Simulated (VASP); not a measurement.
# Cs in VASP: a series of runs

The runs below take Cs through single point, with LDA.

All numbers are computed with VASP 6.6.1; they aren't measurements. Logs are shortened: lines on timing, memory, paths and dates and some standing lists are left out, and cuts for length are marked.

## (1) The cell of the first run

Symmetry: R-3m, No. 166, trigonal system. Conventional cell: a = 8.592 Å, b = 8.592 Å, c = 5.183 Å, α = 90.00°, β = 90.00°, γ = 120.00°.

## (2) Single point, LDA (equal xy, yz and zx shear strains of -1 %)

Contents of INCAR:

```
SYSTEM = Cs
  PREC = Accurate
  ENCUT = 520
  EDIFF = 1E-6
  ISMEAR = -1
  SIGMA = 0.05
  LREAL = .False.
  LASPH = .True.
  NELM = 60
  ALGO = Normal
  ISIF = 2
  LWAVE = .False.
  LCHARG = .True.
  GGA = CA
  LELF = .True.
  LVHAR = .True.
  NBANDS = 10
```

Contents of KPOINTS:

```
Automatic mesh
0
Gamma
  9 9 9
  0 0 0
```

Contents of POSCAR:

```
Cs
1.0
   -3.0527250000      3.0225000000      3.0225000000
    3.0225000000     -3.0527250000      3.0225000000
    3.0225000000      3.0225000000     -3.0527250000
Cs
1
Direct
    0.0000000000      0.0000000000      0.0000000000
```

Potentials or basis: VASP PAW LDA potentials, release 64 (Cs_sv).

The run is started by

```console
$ cat potpaw_LDA.64/Cs_sv/POTCAR > POTCAR
$ mpirun -np 1 vasp_std > vasp.out
```

OUTCAR:

```text
SYSTEM = Cs
   PREC = Accurate
   ENCUT = 520
   EDIFF = 1E-6
   ISMEAR = -1
   LREAL = .False.
   LASPH = .True.
   NELM = 60
   ISIF = 2
   GGA = CA

 ion  position               nearest neighbor table
   1  0.000  0.000  0.000-

  LATTYP: Found a trigonal (rhomboedric) cell.
 ALAT       =     5.2526319522
 COS(alpha) =    -0.3377371610

  Lattice vectors:

 A1 = (  -3.0527250000,   3.0225000000,   3.0225000000)
 A2 = (   3.0225000000,  -3.0527250000,   3.0225000000)
 A3 = (   3.0225000000,   3.0225000000,  -3.0527250000)

Analysis of symmetry for initial positions (statically):
=====================================================================
 Subroutine PRICEL returns:
 Original cell was already a primitive cell.

 Routine SETGRP: Setting up the symmetry group for a
 trigonal (rhombohedral) supercell.

 Subroutine GETGRP returns: Found 12 space group operations
 (whereof 12 operations were pure point group operations)
 out of a pool of 12 trial point group operations.

The static configuration has the point symmetry D_3d.

Analysis of symmetry for dynamics (positions and initial velocities):
=====================================================================
 Subroutine PRICEL returns:
 Original cell was already a primitive cell.

 Routine SETGRP: Setting up the symmetry group for a
 trigonal (rhombohedral) supercell.

 Subroutine GETGRP returns: Found 12 space group operations
 (whereof 12 operations were pure point group operations)
 out of a pool of 12 trial point group operations.

The dynamic configuration has the point symmetry D_3d.

 Subroutine INISYM returns: Found 12 space group operations
 (whereof 12 operations are pure point group operations),
 and found     1 'primitive' translations

----------------------------------------------------------------------------------------

                                     Primitive cell

  volume of cell :     110.4400

  direct lattice vectors                    reciprocal lattice vectors
    -3.052725000  3.022500000  3.022500000     0.001662656  0.166265613  0.166265613
     3.022500000 -3.052725000  3.022500000     0.166265613  0.001662656  0.166265613
     3.022500000  3.022500000 -3.052725000     0.166265613  0.166265613  0.001662656

  length of vectors
     5.252631952  5.252631952  5.252631952     0.235140963  0.235140963  0.235140963

[... 70 lines left out ...]
   ISTART =      0    job   : 0-new  1-cont  2-samecut
   ICHARG =      2    charge: 1-file 2-atom 10-const
   ISPIN  =      1    spin polarized calculation?
   LNONCOLLINEAR =      F non collinear calculations
   LSORBIT =      F    spin-orbit coupling
   LASPH  =      T    aspherical Exc in radial PAW
   ENCUT  =  520.0 eV  38.22 Ry    6.18 a.u.   9.77  9.77  9.77*2*pi/ulx,y,z
   NELM   =     60;   NELMIN=  2; NELMDL= -5     # of ELM steps
   EDIFF  = 0.1E-05   stopping-criterion for ELM
   LREAL  =      F    real-space projection
   EDIFFG = 0.1E-04   stopping-criterion for IOM
   NSW    =      0    number of steps for IOM
   IBRION =     -1    ionic relax: 0-MD 1-quasi-New 2-CG
   NFREE  =      0    steps in history (QN), initial steepest desc. (CG)
   ISIF   =      2    stress and relaxation
   ISYM   =      2    0-nonsym 1-usesym 2-fastsym
   POTIM  = 0.5000    time-step for ionic-motion
   TEBEG  =    0.0;   TEEND  =   0.0 temperature during run
   PSTRESS=    0.0 pullay stress
   NELECT =       9.0000    total number of electrons
   NUPDOWN=      -1.0000    fix difference up-down
   EMIN   =  10.00;   EMAX   =-10.00  energy-range for DOS
[... 5 lines left out ...]
     AMIX     =   0.40;   BMIX     =  1.00
     AMIX_MAG =   1.60;   BMIX_MAG =  1.00
  volume/ion in A,a.u.               =     110.44       745.29
  Fermi-wavevector in a.u.,A,eV,Ry     =   0.709763  1.341258  6.854126  0.503764
  Thomas-Fermi vector in A             =   1.796432
   LORBIT       =      0    0 simple, 1 ext, 2 COOP (PROOUT), +10 PAW based schemes
   GGA     = CA    functional components
   LHFCALC =     F    Hartree Fock is set to
   AEXX    =    0.0000 exact exchange contribution
   IVDW    =     0    specifies the selected vdW correction
   LEPSILON=     F    determine dielectric tensor
   LRPA    =     F    only Hartree local field effects (RPA)
 non-spin polarized calculation
  energy-cutoff  :      520.00
  volume of cell :      110.44
 maximum number of plane-waves:      2995
   NGX = 19   NGY = 19   NGZ = 19

 number of electron       8.9999999 magnetization

 Free energy of the ion-electron system (eV)
  ---------------------------------------------------
  ext. energy  EPLUGINS =         0.00000000
  ---------------------------------------------------
  free energy    TOTEN  =        -0.98554095 eV

  energy without entropy =       -0.97547570  energy(sigma->0) =       -0.98050833

 E-fermi :   0.3870     XC(G=0):  -5.6487

 val. band max:        0.3820761098   @ k =  -0.3333   0.4444   0.1111
 cond. band min:       0.3899109845   @ k =  -0.2222   0.4444   0.1111
 fundamental gap:      0.0078348747
 Fermi energy:         0.3869839834

 k-point     1 :       0.0000    0.0000    0.0000
  band No.  band energies     occupation
      1     -23.4147      2.00000
      2     -10.1443      2.00000
      3     -10.1443      2.00000
      4     -10.1401      2.00000
      5      -1.3393      2.00000
      6       2.7841      0.00000
      7       2.8498      0.00000
      8       2.8498      0.00000
      9       3.7563      0.00000
     10       3.7563      0.00000
[... 287 lines left out ...]
 k-point    24 :       0.4444    0.4444    0.0000
  band No.  band energies     occupation
      1     -23.4064      2.00000
      2     -10.2963      2.00000
      3     -10.2000      2.00000
      4     -10.1507      2.00000
      5       0.4895      0.22823
      6       1.3281      0.00000
      7       1.9377      0.00000
      8       3.4540      0.00000
      9       4.2035      0.00000
     10       4.8237      0.00000

 [... further k-points ...]
[... 5 lines left out ...]
  --------------------------------------------------------------------------------------
  -------------------------------------------------------------------------------------
  Total       -0.1989506     -0.1989506     -0.1989506      0.0110817      0.0110817      0.0110817
  in kB       -2.8862209     -2.8862209     -2.8862209      0.1607642      0.1607642      0.1607642
  external PRESSURE =      -2.8862209 kB  Pullay stress =       0.0000000 kB

 VOLUME and BASIS-vectors are now :
 -----------------------------------------------------------------------------
  energy-cutoff  :      520.00
  volume of cell :      110.44
      direct lattice vectors                 reciprocal lattice vectors
    -3.052725000  3.022500000  3.022500000     0.001662656  0.166265613  0.166265613
     3.022500000 -3.052725000  3.022500000     0.166265613  0.001662656  0.166265613
     3.022500000  3.022500000 -3.052725000     0.166265613  0.166265613  0.001662656

 POSITION                                       TOTAL-FORCE (eV/Angst)
 -----------------------------------------------------------------------------------
      0.00000      0.00000      0.00000         0.000000      0.000000      0.000000
 -----------------------------------------------------------------------------------
    total drift:                               -0.000000     -0.000000     -0.000000

  FREE ENERGIE OF THE ION-ELECTRON SYSTEM (eV)
  ---------------------------------------------------
  free  energy   TOTEN  =        -0.9855409513 eV

  energy  without entropy=       -0.9754757014  energy(sigma->0) =       -0.98050833
```

stdout:

```text
POSCAR found type information on POSCAR Cs
 POSCAR found :  1 types and       1 ions
 scaLAPACK will be used
 LDA part: xc-table for (Slater(with rela. corr.)+CA(PZ))
 , standard interpolation
 POSCAR, INCAR and KPOINTS ok, starting setup
 FFT: planning ... GRIDC
 FFT: planning ... GRID_SOFT
 FFT: planning ... GRID
 WAVECAR not read
 entering main loop
```

Wall time 26 s (1 thread of Intel Xeon 6975P-C (Granite Rapids), shared host); peak memory 0.24 GiB.

Results:

```yaml
Free_energy: -0.9855 eV
Pressure: -0.3 GPa
```

Caveat: the cell differs from its parent crystal (equal xy, yz and zx shear strains of -1 %); spin-orbit coupling is left out, which moves the levels of the heavy elements.

(Continued in part 2 of 2.)
